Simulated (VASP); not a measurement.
# Mg (P6_3/mmc) in VASP: further runs

Runs on Mg. Level: r2SCAN. Tasks: single point.

Program: VASP 6.6.1. These are calculated values, not measurements. Logs are shortened: lines on timing, memory, paths and dates and some standing lists are left out, and cuts for length are marked.

## Step 1: The cell of the first run

The structure is hexagonal, space group P6_3/mmc (No. 194). Conventional cell: a = 3.179 Å, b = 3.179 Å, c = 5.157 Å, α = 90.00°, β = 90.00°, γ = 120.00°. Within 4.2 Å of Mg (site symmetry -6m2) lie 12 Mg at 3.17 to 3.18 Å.

## Step 2: Single point, r2SCAN

The input, POSCAR:

```
Mg
1.0
    3.1792646675      0.0000000000      0.0000000000
   -1.5896323337      2.7533239674      0.0000000000
    0.0000000000      0.0000000000      5.1568903974
Mg
2
Direct
    0.3333333333      0.6666666667      0.2500000000
    0.6666666667      0.3333333333      0.7500000000
```

The input, INCAR.step1:

```
PREC = Accurate
ENCUT = 520
ISMEAR = 1
SIGMA = 0.1
LREAL = False
LASPH = True
NELM = 100
NBANDS = 9
GGA = PE
ALGO = Normal
EDIFF = 1E-4
LWAVE = True
LCHARG = False
```

The input, INCAR.step2:

```
PREC = Accurate
ENCUT = 520
EDIFF = 1E-6
ISMEAR = 1
SIGMA = 0.1
LREAL = False
LASPH = True
NELM = 100
ALGO = Normal
ISIF = 2
LWAVE = False
LCHARG = True
METAGGA = R2SCAN
LMIXTAU = True
LELF = True
LVHAR = True
NBANDS = 9
ISTART = 1
```

The input, KPOINTS:

```
regular mesh
0
Gamma
  11 11 6
```

Potentials or basis: VASP PAW PBE potentials, release 64 (Mg).

Started as:

```console
cat potpaw_PBE.64/Mg/POTCAR > POTCAR
cp INCAR.step1 INCAR
mpirun -np 1 vasp_std > vasp.out
cp INCAR.step2 INCAR
mpirun -np 1 vasp_std > vasp.out
```

OUTCAR:

```text
PREC = Accurate
   ENCUT = 520
   EDIFF = 1E-6
   ISMEAR = 1
   LREAL = False
   LASPH = True
   NELM = 100
   ISIF = 2
   METAGGA = R2SCAN
   ISTART = 1

 ion  position               nearest neighbor table
   1  0.333  0.667  0.250-   2 3.17   2 3.17   2 3.17   2 3.17   2 3.17   2 3.17
   2  0.667  0.333  0.750-   1 3.17   1 3.17   1 3.17   1 3.17   1 3.17   1 3.17

  LATTYP: Found a hexagonal cell.
 ALAT       =     3.1792646675
 C/A-ratio  =     1.6220387218

  Lattice vectors:

 A1 = (   3.1792646675,   0.0000000000,   0.0000000000)
 A2 = (  -1.5896323337,   2.7533239674,   0.0000000000)
 A3 = (   0.0000000000,   0.0000000000,   5.1568903974)

Analysis of symmetry for initial positions (statically):
=====================================================================
 Subroutine PRICEL returns:
 Original cell was already a primitive cell.

 Routine SETGRP: Setting up the symmetry group for a
 hexagonal supercell.

 Subroutine GETGRP returns: Found 24 space group operations
 (whereof 12 operations were pure point group operations)
 out of a pool of 24 trial point group operations.

The static configuration has the point symmetry D_3d.
 The point group associated with its full space group is D_6h.

Analysis of symmetry for dynamics (positions and initial velocities):
=====================================================================
 Subroutine PRICEL returns:
 Original cell was already a primitive cell.

 Routine SETGRP: Setting up the symmetry group for a
 hexagonal supercell.

 Subroutine GETGRP returns: Found 24 space group operations
 (whereof 12 operations were pure point group operations)
 out of a pool of 24 trial point group operations.

The dynamic configuration has the point symmetry D_3d.
 The point group associated with its full space group is D_6h.

 Subroutine INISYM returns: Found 24 space group operations
 (whereof 12 operations are pure point group operations),
 and found     1 'primitive' translations

----------------------------------------------------------------------------------------

                                     Primitive cell

  volume of cell :      45.1411

  direct lattice vectors                    reciprocal lattice vectors
     3.179264668  0.000000000  0.000000000     0.314538142  0.181598681  0.000000000
    -1.589632334  2.753323967  0.000000000     0.000000000  0.363197361  0.000000000
     0.000000000  0.000000000  5.156890397     0.000000000  0.000000000  0.193915310

  length of vectors
     3.179264668  3.179264667  5.156890397     0.363197361  0.363197361  0.193915310

  position of ions in fractional coordinates (direct lattice)
     0.333333333  0.666666667  0.250000000
     0.666666667  0.333333333  0.750000000

  ion indices of the primitive-cell ions
   primitive index   ion index
                 1           1
                 2           2

----------------------------------------------------------------------------------------

 KPOINTS: regular mesh

Automatic generation of k-mesh.
 Grid dimensions read from file:
 generate k-points for:   11   11    6

 Generating k-lattice:

  Cartesian coordinates                     Fractional coordinates (reciprocal lattice)
     0.028594377  0.016508971  0.000000000     0.090909091  0.000000000  0.000000000
     0.000000000  0.033017942  0.000000000     0.000000000  0.090909091  0.000000000
     0.000000000  0.000000000  0.032319218     0.000000000  0.000000000  0.166666667

  Length of vectors
     0.033017942  0.033017942  0.032319218

  Shift w.r.t. Gamma in fractional coordinates (k-lattice)
     0.000000000  0.000000000  0.000000000

 Subroutine IBZKPT returns following result:
 ===========================================

 Found     64 irreducible k-points:

 Following reciprocal coordinates:
            Coordinates               Weight
  0.000000  0.000000  0.000000      1.000000
  0.090909 -0.000000  0.000000      6.000000
  0.181818 -0.000000  0.000000      6.000000
  0.272727 -0.000000  0.000000      6.000000
  0.363636 -0.000000  0.000000      6.000000
  0.454545 -0.000000  0.000000      6.000000
[... 16 lines left out ...]
  0.090909  0.090909  0.166667     12.000000
  0.181818  0.090909  0.166667     24.000000
 [... further k-points ...]
   k-points           NKPTS =     64   k-points in BZ     NKDIM =     64   number of bands    NBANDS=      9
   number of dos      NEDOS =    301   number of ions     NIONS =      2
   total plane-waves  NPLWV =  23040
   dimension x,y,z NGX =    24 NGY =   24 NGZ =   40
   dimension x,y,z NGXF=    48 NGYF=   48 NGZF=   80
   ions per type =               2
   NGX,Y,Z   is equivalent  to a cutoff of  12.55, 12.55, 12.90 a.u.
   NGXF,Y,Z  is equivalent  to a cutoff of  25.10, 25.10, 25.79 a.u.
 SYSTEM =  unknown system
   PREC   = accura    normal or accurate (medium, high low for compatibility)
   ISTART =      1    job   : 0-new  1-cont  2-samecut
   ICHARG =      0    charge: 1-file 2-atom 10-const
[... 25 lines left out ...]
   METAGGA = R2SCAN    functional components
   LHFCALC =     F    Hartree Fock is set to
   AEXX    =    0.0000 exact exchange contribution
   IVDW    =     0    specifies the selected vdW correction
   LEPSILON=     F    determine dielectric tensor
   LRPA    =     F    only Hartree local field effects (RPA)
 non-spin polarized calculation
 Methfessel and Paxton  Order N= 1 SIGMA  =   0.10
  energy-cutoff  :      520.00
  volume of cell :       45.14
 maximum number of plane-waves:      1232
 NGX is ok and might be reduce to    24
   NGX = 11   NGY = 11   NGZ = 19

 number of electron       4.0000000 magnetization

 Free energy of the ion-electron system (eV)
  ---------------------------------------------------
  ext. energy  EPLUGINS =         0.00000000
  ---------------------------------------------------
  free energy    TOTEN  =        -8.31616170 eV

  energy without entropy =       -8.31602035  energy(sigma->0) =       -8.31611458

 E-fermi :   2.7107     XC(G=0):  -9.0944

 val. band max:        2.6744124244   @ k =   0.1818   0.0909   0.0000
 cond. band min:       2.7464531545   @ k =   0.1818   0.1818   0.0000
 fundamental gap:      0.0720407301
 Fermi energy:         2.7107147211

 k-point     1 :       0.0000    0.0000    0.0000
  band No.  band energies     occupation
      1      -4.7293      2.00000
      2       0.8040      2.00000
      3       1.5512      2.00000
      4      14.5283      0.00000
      5      14.5284      0.00000
      6      14.7189      0.00000
      7      14.7189      0.00000
      8      15.4454      0.00000
      9      17.3533      0.00000

 k-point     2 :       0.0909   -0.0000    0.0000
  band No.  band energies     occupation
      1      -4.5543      2.00000
      2       0.9656      2.00000
      3       1.7174      2.00000
      4      11.8480      0.00000
      5      13.1677      0.00000
      6      14.0021      0.00000
      7      16.2844      0.00000
      8      16.4471      0.00000
      9      16.8695      0.00000

 k-point     3 :       0.1818   -0.0000    0.0000
  band No.  band energies     occupation
      1      -4.0309      2.00000
      2       1.4507      2.00000
      3       2.2057      2.00000
      4       8.9128      0.00000
      5      11.9984      0.00000
      6      12.5113      0.00000
      7      13.9452      0.00000
      8      15.3508      0.00000
      9      16.8327      0.00000

 k-point     4 :       0.2727   -0.0000    0.0000
  band No.  band energies     occupation
      1      -3.1648      2.00000
      2       2.2602      2.00000
      3       2.9574     -0.00268
      4       6.2686      0.00000
      5      10.9104      0.00000
      6      11.1207      0.00000
      7      11.2137      0.00000
      8      13.6870      0.00000
      9      15.8441      0.00000
[... 205 lines left out ...]
 k-point    22 :       0.4545   -0.0000    0.1667
  band No.  band energies     occupation
      1      -0.2926      2.00000
      2       1.4912      2.00000
      3       3.6176     -0.00000
      4       5.3366      0.00000
      5       7.3599      0.00000
      6       8.9127      0.00000
      7      10.3847      0.00000
      8      12.2993      0.00000
      9      13.7347      0.00000

 k-point    23 :       0.0909    0.0909    0.1667
  band No.  band energies     occupation
      1      -4.0381      2.00000
      2      -0.1290      2.00000
      3       3.7479     -0.00000
      4      10.3831      0.00000
      5      10.8358      0.00000
      6      13.8400      0.00000
      7      14.1434      0.00000
      8      14.7637      0.00000
      9      16.2776      0.00000

 k-point    24 :       0.1818    0.0909    0.1667
  band No.  band energies     occupation
      1      -3.3446      2.00000
      2       0.5324      2.00000
      3       4.3438     -0.00000
      4       7.7855      0.00000
      5       9.4852      0.00000
      6      11.4827      0.00000
      7      13.0705      0.00000
      8      14.5004      0.00000
      9      15.1607      0.00000

 [... further k-points ...]

------------------------ aborting loop because EDIFF is reached ----------------------------------------

  FORCE on cell =-STRESS in cart. coord.  units (eV):
  Direction    XX          YY          ZZ          XY          YZ          ZX
  --------------------------------------------------------------------------------------
  -------------------------------------------------------------------------------------
  Total       -0.0642246     -0.0642246     -0.0955783     -0.0000000      0.0000000     -0.0000000
  in kB       -2.2795018     -2.2795018     -3.3923275     -0.0000000      0.0000000     -0.0000000
  external PRESSURE =      -2.6504437 kB  Pullay stress =       0.0000000 kB

 VOLUME and BASIS-vectors are now :
 -----------------------------------------------------------------------------
  energy-cutoff  :      520.00
  volume of cell :       45.14
      direct lattice vectors                 reciprocal lattice vectors
     3.179264668  0.000000000  0.000000000     0.314538142  0.181598681  0.000000000
    -1.589632334  2.753323967  0.000000000     0.000000000  0.363197361  0.000000000
     0.000000000  0.000000000  5.156890397     0.000000000  0.000000000  0.193915310

 POSITION                                       TOTAL-FORCE (eV/Angst)
 -----------------------------------------------------------------------------------
     -0.00000      1.83555      1.28922        -0.000000      0.000000      0.000000
      1.58963      0.91777      3.86767         0.000000      0.000000      0.000000
 -----------------------------------------------------------------------------------
    total drift:                                0.000000     -0.000000      0.000000

  FREE ENERGIE OF THE ION-ELECTRON SYSTEM (eV)
  ---------------------------------------------------
  free  energy   TOTEN  =        -8.3161616977 eV

  energy  without entropy=       -8.3160203539  energy(sigma->0) =       -8.31611458
```

Run time: 89 s. Hardware: 1 thread of AMD EPYC 7R13, shared host; peak memory 0.15 GiB.

What came out:

```yaml
Free_energy: -8.3162 eV
Pressure: -0.3 GPa
Band_gap_on_the_k_mesh: zero (bands 2 and 3 overlap by 2.07 eV)
```

Levels at points of the mesh, in eV from the Fermi level:
```
           k point  band 1  band 2  band 3  band 4  band 5  band 6  band 7
(0.00, 0.00, 0.00)   -7.44   -1.91   -1.16   11.82   11.82   12.01   12.01
(0.00, 0.00, 0.50)   -5.94   -5.94    5.48    5.48   12.58   12.58   12.58
```

Caveat: the PAW data sets were made with another functional, which shifts forces and pressure a little.

## Step 3: Single point, r2SCAN

POSCAR is that of step 2.

Edit INCAR.step1 of step 2 so:

```diff
@@ -3,3 +3,3 @@
 ISMEAR = 1
-SIGMA = 0.1
+SIGMA = 0.6
 LREAL = False
```

The input, INCAR.step2:

```
PREC = Accurate
ENCUT = 520
EDIFF = 1E-6
ISMEAR = 1
SIGMA = 0.6
LREAL = False
LASPH = True
NELM = 100
ALGO = Normal
ISIF = 2
LWAVE = False
LCHARG = False
METAGGA = R2SCAN
LMIXTAU = True
NBANDS = 9
ISTART = 1
```

The input, KPOINTS:

```
Automatic mesh
0
Gamma
  11 11 6
```

Potentials or basis: VASP PAW PBE potentials, release 64 (Mg).

Started as:

```console
cat potpaw_PBE.64/Mg/POTCAR > POTCAR
cp INCAR.step1 INCAR
mpirun -np 1 vasp_std > vasp.out
cp INCAR.step2 INCAR
mpirun -np 1 vasp_std > vasp.out
```

It took 1.8 min on 1 thread of AMD EPYC 7R13, shared host; peak memory 0.15 GiB.

The run converged. Its results:

```yaml
Free_energy: -8.3036 eV
Pressure: -0.3 GPa
Band_gap_on_the_k_mesh: zero (bands 2 and 3 overlap by 2.07 eV)
```

Levels at points of the mesh, in eV from the Fermi level:
| k point | band 1 | band 2 | band 3 | band 4 | band 5 | band 6 |
| --- | --- | --- | --- | --- | --- | --- |
| (0.00, 0.00, 0.00) | -7.49 | -1.95 | -1.21 | 11.77 | 11.77 | 11.96 |
| (0.00, 0.00, 0.50) | -5.99 | -5.99 | 5.44 | 5.44 | 12.53 | 12.53 |

Caveat: so wide a smearing shifts energies and pressures; the PAW data sets were made with another functional, which shifts forces and pressure a little.

## Step 4: Single point, r2SCAN

POSCAR is that of step 3.

The input, INCAR.step1:

```
SYSTEM = Mg
PREC     = Accurate       ! precision mode
ENCUT    = 520            ! plane-wave cutoff, eV
ISMEAR   = -1             ! smearing method
SIGMA    = 0.1            ! smearing width, eV
LREAL    = .False.        ! projectors in reciprocal space
LASPH    = .True.         ! aspherical terms in the spheres
NELM     = 80             ! most SCF steps
NBANDS   = 9              ! bands
GGA      = PE             ! functional
ALGO     = Normal         ! electronic algorithm
EDIFF    = 1E-4           ! SCF threshold, eV
LWAVE    = .True.         ! write WAVECAR
LCHARG   = .False.        ! write CHGCAR
```

The input, INCAR.step2:

```
SYSTEM = Mg
PREC     = Accurate       ! precision mode
ENCUT    = 520            ! plane-wave cutoff, eV
EDIFF    = 1E-6           ! SCF threshold, eV
ISMEAR   = -1             ! smearing method
SIGMA    = 0.1            ! smearing width, eV
LREAL    = .False.        ! projectors in reciprocal space
LASPH    = .True.         ! aspherical terms in the spheres
NELM     = 80             ! most SCF steps
ALGO     = Normal         ! electronic algorithm
ISIF     = 2              ! what is computed and relaxed
LWAVE    = .False.        ! write WAVECAR
LCHARG   = .False.        ! write CHGCAR
METAGGA  = R2SCAN         ! meta-GGA
LMIXTAU  = .True.       
NBANDS   = 9              ! bands
ISTART   = 1
```

The input, KPOINTS:

```
regular mesh
0
Gamma
  12 12 7
  0 0 0
```

Started as:

```console
cat potpaw_PBE.64/Mg/POTCAR > POTCAR
cp INCAR.step1 INCAR
mpirun -np 1 vasp_std > vasp.out
cp INCAR.step2 INCAR
mpirun -np 1 vasp_std > vasp.out
```

Wall time 1.8 min (1 thread of AMD EPYC 7R13, shared host); peak memory 0.15 GiB.

The run converged. Its results:

- Free energy: -8.3099 eV
- Pressure: -0.3 GPa
- Band gap on the k mesh: zero (bands 2 and 3 overlap by 2.22 eV)

Stress tensor (GPa, compression positive):
```
 0.00  0.00  0.00
 0.00  0.00  0.00
 0.00  0.00 -0.80
```

Levels at points of the mesh, in eV from the Fermi level:
```csv
k point,band 1,band 2,band 3,band 4,band 5,band 6
"(0.00, 0.00, 0.00)",-7.43,-1.89,-1.15,11.83,11.83,12.02
"(0.50, 0.00, 0.00)",-2.36,-2.18,2.88,3.16,3.67,4.11
```

Caveat: the PAW data sets were made with another functional, which shifts forces and pressure a little.

## Step 5: Single point, r2SCAN

POSCAR is that of step 4.

The input, INCAR.step1:

```
SYSTEM = Mg
ALGO     = Normal         ! electronic algorithm
EDIFF    = 1E-4           ! SCF threshold, eV
ENCUT    = 520            ! plane-wave cutoff, eV
GGA      = PE             ! functional
ISMEAR   = -1             ! smearing method
LASPH    = .True.         ! aspherical terms in the spheres
LCHARG   = .False.        ! write CHGCAR
LREAL    = .False.        ! projectors in reciprocal space
LWAVE    = .True.         ! write WAVECAR
NBANDS   = 9              ! bands
NELM     = 60             ! most SCF steps
PREC     = Accurate       ! precision mode
SIGMA    = 0.1            ! smearing width, eV
```

The input, INCAR.step2:

```
SYSTEM = Mg
ALGO     = Normal         ! electronic algorithm
EDIFF    = 1E-7           ! SCF threshold, eV
ENCUT    = 520            ! plane-wave cutoff, eV
ISIF     = 2              ! what is computed and relaxed
ISMEAR   = -1             ! smearing method
ISTART   = 1            
LASPH    = .True.         ! aspherical terms in the spheres
LCHARG   = .False.        ! write CHGCAR
LMIXTAU  = .True.       
LREAL    = .False.        ! projectors in reciprocal space
LWAVE    = .False.        ! write WAVECAR
METAGGA  = R2SCAN         ! meta-GGA
NBANDS   = 9              ! bands
NELM     = 60             ! most SCF steps
PREC     = Accurate       ! precision mode
SIGMA    = 0.1            ! smearing width, eV
```

The input, KPOINTS:

```
k-points
0
Gamma
  16 16 9
  0 0 0
```

Started as:

```console
cat potpaw_PBE.64/Mg/POTCAR > POTCAR
cp INCAR.step1 INCAR
mpirun -np 1 vasp_std > vasp.out
cp INCAR.step2 INCAR
mpirun -np 1 vasp_std > vasp.out
```

Run time: 4.2 min. Hardware: 1 thread of AMD EPYC 7R13, shared host; peak memory 0.18 GiB.

Results (log left out):

```
Free energy            : -8.3042 eV
Pressure               : -0.2 GPa
Band gap on the k mesh : zero (bands 2 and 3 overlap by 2.22 eV)
```

Stress tensor (GPa, compression positive):
```
-0.13  0.00  0.00
 0.00 -0.13  0.00
 0.00  0.00 -0.38
```

Levels at points of the mesh, in eV from the Fermi level:
| k point | band 1 | band 2 | band 3 | band 4 | band 5 | band 6 |
| --- | --- | --- | --- | --- | --- | --- |
| (0.00, 0.00, 0.00) | -7.47 | -1.94 | -1.20 | 11.78 | 11.78 | 11.98 |
| (0.50, 0.00, 0.00) | -2.41 | -2.23 | 2.83 | 3.11 | 3.62 | 4.06 |

Caveat: the PAW data sets were made with another functional, which shifts forces and pressure a little.

## Step 6: Single point, r2SCAN

POSCAR is that of step 5.

The input, INCAR.step1:

```
SYSTEM = Mg
PREC = Accurate
ENCUT = 520
ISMEAR = -1
SIGMA = 0.1
LREAL = .FALSE.
LASPH = .TRUE.
NELM = 100
NBANDS = 9
GGA = PE
ALGO = Normal
EDIFF = 1E-4
LWAVE = .TRUE.
LCHARG = .FALSE.
```

The input, INCAR.step2:

```
SYSTEM = Mg
PREC = Accurate
ENCUT = 520
EDIFF = 1E-6
ISMEAR = -1
SIGMA = 0.1
LREAL = .FALSE.
LASPH = .TRUE.
NELM = 100
ALGO = Normal
ISIF = 2
LWAVE = .FALSE.
LCHARG = .FALSE.
METAGGA = R2SCAN
LMIXTAU = .TRUE.
NBANDS = 9
ISTART = 1
```

The input, KPOINTS:

```
regular mesh
0
G
  19 19 10
  0 0 0
```

Potentials or basis: VASP PAW PBE potentials, release 64 (Mg).

Started as:

```console
cat potpaw_PBE.64/Mg/POTCAR > POTCAR
cp INCAR.step1 INCAR
mpirun -np 1 vasp_std > vasp.out
cp INCAR.step2 INCAR
mpirun -np 1 vasp_std > vasp.out
```

It took 5.3 min on 1 thread of AMD EPYC 7R13, shared host; peak memory 0.21 GiB.

Results (log left out):

```
Free energy            : -8.3062 eV
Pressure               : -0.2 GPa
Band gap on the k mesh : zero (bands 2 and 3 overlap by 2.16 eV)
```

Stress tensor (GPa, compression positive):
```
-0.18  0.00  0.00
 0.00 -0.18  0.00
 0.00  0.00 -0.30
```

Levels at points of the mesh, in eV from the Fermi level:
```csv
k point,band 1,band 2,band 3,band 4,band 5
"(0.00, 0.00, 0.00)",-7.47,-1.93,-1.19,11.79,11.79
"(0.00, 0.00, 0.50)",-5.97,-5.97,5.46,5.46,12.56
```

Caveat: the PAW data sets were made with another functional, which shifts forces and pressure a little.

## Step 7: Summary

| k mesh | smearing | gap on the mesh (eV) | pressure (GPa) |
| --- | --- | --- | --- |
| 11 × 11 × 6 | methfessel-paxton 0.1 eV | none | -0.3 |
| 11 × 11 × 6 | methfessel-paxton 0.6 eV | none | -0.3 |
| 12 × 12 × 7 | fermi-dirac 0.1 eV | none | -0.3 |
| 16 × 16 × 9 | fermi-dirac 0.1 eV | none | -0.2 |
| 19 × 19 × 10 | fermi-dirac 0.1 eV | none | -0.2 |

Alike in all rows: task single point; level r2SCAN; potentials or basis VASP PAW PBE potentials, release 64 (Mg); no spin polarisation; cell as given; cutoff (eV) 520.

Caveats: the PAW data sets were made with another functional, which shifts forces and pressure a little; so wide a smearing shifts energies and pressures (at least some runs).

Absolute energies hang on the potentials; compare differences alone.
